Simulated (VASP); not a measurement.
# Ni (P6_3/mmc) in VASP: a series of runs, part 2 of 2

VASP 6.6.1. Earlier steps stand in the parts before.

## 5. Single point, r2SCAN, collinear spin, ferromagnetic start

The input, POSCAR:

```
Ni
1.0
    2.4480228978      0.0000000000      0.0000000000
   -1.2240114489      2.1200500186      0.0000000000
    0.0000000000      0.0000000000      4.0728075700
Ni
2
Direct
    0.6666666667      0.3333333333      0.7500000000
    0.3333333333      0.6666666667      0.2500000000
```

The input, INCAR.step1:

```
PREC = Accurate
ENCUT = 650
ISMEAR = -1
SIGMA = 0.05
LREAL = F
LASPH = T
NELM = 200
ISPIN = 2
MAGMOM = 1 1
LMAXMIX = 4
NBANDS = 29
GGA = PE
ALGO = Normal
EDIFF = 1E-5
LWAVE = T
LCHARG = F
GGA_COMPAT = F
```

The input, INCAR.step2:

```
PREC = Accurate
ENCUT = 650
EDIFF = 1E-6
ISMEAR = -1
SIGMA = 0.05
LREAL = F
LASPH = T
NELM = 200
ALGO = Normal
ISIF = 2
LWAVE = F
LCHARG = T
ISPIN = 2
MAGMOM = 1 1
LORBIT = 11
LMAXMIX = 4
METAGGA = R2SCAN
LMIXTAU = T
LELF = T
LVHAR = T
NBANDS = 29
ISTART = 1
GGA_COMPAT = F
```

The input, KPOINTS:

```
regular mesh
0
Gamma
  7 7 4
```

Potentials or basis: VASP PAW PBE potentials, release 64 (Ni_sv_GW).

Launch:

```bash
cat potpaw_PBE.64/Ni_sv_GW/POTCAR > POTCAR
cp INCAR.step1 INCAR
mpirun -np 1 vasp_std > vasp.out
cp INCAR.step2 INCAR
mpirun -np 1 vasp_std > vasp.out
```

OUTCAR:

```text
PREC = Accurate
   ENCUT = 650
   EDIFF = 1E-6
   ISMEAR = -1
   LREAL = F
   LASPH = T
   NELM = 200
   ISIF = 2
   ISPIN = 2
   LORBIT = 11
   METAGGA = R2SCAN
   ISTART = 1

 ion  position               nearest neighbor table
   1  0.667  0.333  0.750-   2 2.48   2 2.48   2 2.48   2 2.48   2 2.48   2 2.48
   2  0.333  0.667  0.250-   1 2.48   1 2.48   1 2.48   1 2.48   1 2.48   1 2.48

  LATTYP: Found a hexagonal cell.
 ALAT       =     2.4480228978
 C/A-ratio  =     1.6637130207

  Lattice vectors:

 A1 = (   2.4480228978,   0.0000000000,   0.0000000000)
 A2 = (  -1.2240114489,   2.1200500186,   0.0000000000)
 A3 = (   0.0000000000,   0.0000000000,   4.0728075700)

Analysis of symmetry for initial positions (statically):
=====================================================================
 Subroutine PRICEL returns:
 Original cell was already a primitive cell.

[... 969 lines left out ...]
      4     -57.1150      1.00000
      5     -57.1150      1.00000
      6     -57.0813      1.00000
[... 757 lines left out ...]
     28      34.1556      0.00000
     29      36.7483      0.00000

------------------------ aborting loop because EDIFF is reached ----------------------------------------

  FORCE on cell =-STRESS in cart. coord.  units (eV):
  Direction    XX          YY          ZZ          XY          YZ          ZX
  --------------------------------------------------------------------------------------
  -------------------------------------------------------------------------------------
  Total       -0.3694531     -0.3694531     -0.6588069     -0.0000000      0.0000000      0.0000000
  in kB      -28.0036378    -28.0036378    -49.9359407     -0.0000000      0.0000000      0.0000000
  external PRESSURE =     -35.3144054 kB  Pullay stress =       0.0000000 kB

 VOLUME and BASIS-vectors are now :
 -----------------------------------------------------------------------------
  energy-cutoff  :      650.00
  volume of cell :       21.14
      direct lattice vectors                 reciprocal lattice vectors
     2.448022898  0.000000000  0.000000000     0.408492911  0.235843492  0.000000000
    -1.224011449  2.120050019  0.000000000     0.000000000  0.471686984  0.000000000
     0.000000000  0.000000000  4.072807570     0.000000000  0.000000000  0.245530873

 POSITION                                       TOTAL-FORCE (eV/Angst)
 -----------------------------------------------------------------------------------
      1.22401      0.70668      3.05461         0.000000      0.000000      0.000000
     -0.00000      1.41337      1.01820        -0.000000      0.000000      0.000000
 -----------------------------------------------------------------------------------
    total drift:                                0.000000     -0.000000      0.000000

  FREE ENERGIE OF THE ION-ELECTRON SYSTEM (eV)
  ---------------------------------------------------
  free  energy   TOTEN  =       -25.7262630841 eV

  energy  without entropy=      -25.7056309306  energy(sigma->0) =      -25.71594701

 total charge

# of ion       s       p       d       f       tot
--------------------------------------------------
    1        2.245   6.323   7.808   0.005  16.381
    2        2.245   6.323   7.808   0.005  16.381
--------------------------------------------------
tot          4.489  12.647  15.616   0.011  32.763

 magnetization (x)

# of ion       s       p       d       f       tot
--------------------------------------------------
    1        0.000  -0.026   0.925  -0.001   0.899
    2        0.000  -0.026   0.925  -0.001   0.899
--------------------------------------------------
tot          0.001  -0.052   1.851  -0.001   1.798
```

OUTCAR.step1:

```text
PREC = Accurate
   ENCUT = 650
   ISMEAR = -1
   LREAL = F
   LASPH = T
   NELM = 200
[... 1775 lines left out ...]
 -----------------------------------------------------------------------------------
      1.22401      0.70668      3.05461         0.000000     -0.000000      0.000000
     -0.00000      1.41337      1.01820        -0.000000      0.000000      0.000000
 -----------------------------------------------------------------------------------
    total drift:                                0.000000     -0.000000      0.000000

  FREE ENERGIE OF THE ION-ELECTRON SYSTEM (eV)
  ---------------------------------------------------
  free  energy   TOTEN  =       -12.7749705334 eV

  energy  without entropy=      -12.7399015546  energy(sigma->0) =      -12.75743604
```

OSZICAR.step1:

```text
N       E                     dE             d eps       ncg     rms          rms(c)
DAV:   1     0.601039726156E+03    0.60104E+03   -0.22934E+04  4344   0.543E+03
DAV:   2     0.352349363384E+02   -0.56580E+03   -0.53899E+03  4928   0.132E+03
DAV:   3    -0.163129307070E+02   -0.51548E+02   -0.50631E+02  5514   0.506E+02
DAV:   4    -0.177981520635E+02   -0.14852E+01   -0.14847E+01  5254   0.503E+01
DAV:   5    -0.178502560795E+02   -0.52104E-01   -0.52101E-01  4486   0.806E+00    0.201E+01
DAV:   6    -0.151826255884E+02    0.26676E+01   -0.27384E+01  3550   0.381E+02    0.138E+01
DAV:   7    -0.128604838067E+02    0.23221E+01   -0.90005E+00  3672   0.192E+02    0.337E+00
DAV:   8    -0.127792446527E+02    0.81239E-01   -0.33006E-01  5510   0.156E+01    0.967E-01
DAV:   9    -0.127743422220E+02    0.49024E-02   -0.10227E-02  5395   0.327E+00    0.261E-01
DAV:  10    -0.127749025203E+02   -0.56030E-03   -0.52835E-04  5359   0.102E+00    0.124E-01
DAV:  11    -0.127749593700E+02   -0.56850E-04   -0.36059E-05  3193   0.417E-01    0.457E-02
DAV:  12    -0.127749703407E+02   -0.10971E-04   -0.35581E-05  3034   0.171E-01    0.138E-02
DAV:  13    -0.127749705334E+02   -0.19272E-06   -0.63416E-06  2412   0.133E-01
   1 F= -.12774971E+02 E0= -.12757436E+02  d E =-.350690E-01  mag=     1.2982
```

Run time: 96 s. Hardware: 1 thread of Intel Xeon 6975P-C (Granite Rapids), shared host; peak memory 0.19 GiB.

Results:

```
Free energy                                           : -25.7263 eV
Pressure                                              : -3.5 GPa
Net moment                                            : 1.66 μB per cell
Site moments                                          : Ni +0.90 μB
Valence electrons inside the program's atomic spheres : Ni 16.38
```

Caveat: the k points lie up to 0.42 Å⁻¹ apart; the PAW data sets were made with another functional, which shifts forces and pressure a little.

## 6. Summary

```csv
level,potentials or basis,fixed moment (μB),k mesh,cutoff (eV),smearing,second run,gap on the mesh (eV),pressure (GPa),moment (μB)
PBE,"VASP PAW PBE potentials, release 64 (Ni)",-,12 × 12 × 7,520,gaussian 0.022 eV,-,none,6.9,1.27
PBE,"VASP PAW PBE potentials, release 64 (Ni)",-,12 × 12 × 7,520,gaussian 0.024 eV,-,none,6.9,1.27
PBEsol,"VASP PAW PBE potentials, release 64 (Ni_sv_GW)",0.5,10 × 10 × 6,590,fermi-dirac 0.05 eV,valence_matched,-,-7.4,0.50
r2SCAN,"VASP PAW PBE potentials, release 64 (Ni_sv_GW)",-,7 × 7 × 4,650,fermi-dirac 0.05 eV,valence_matched,none,-3.5,1.66
```

Alike in all rows: task single point; spin collinear, ferromagnetic start; cell as given.

Caveats: some runs use coarse meshes; the PAW data sets were made with another functional, which shifts forces and pressure a little (some runs); the total moment is fixed, so each spin has its own Fermi level (some runs).

Total energies depend on the potentials used, so only differences within one code and one set of settings carry meaning.
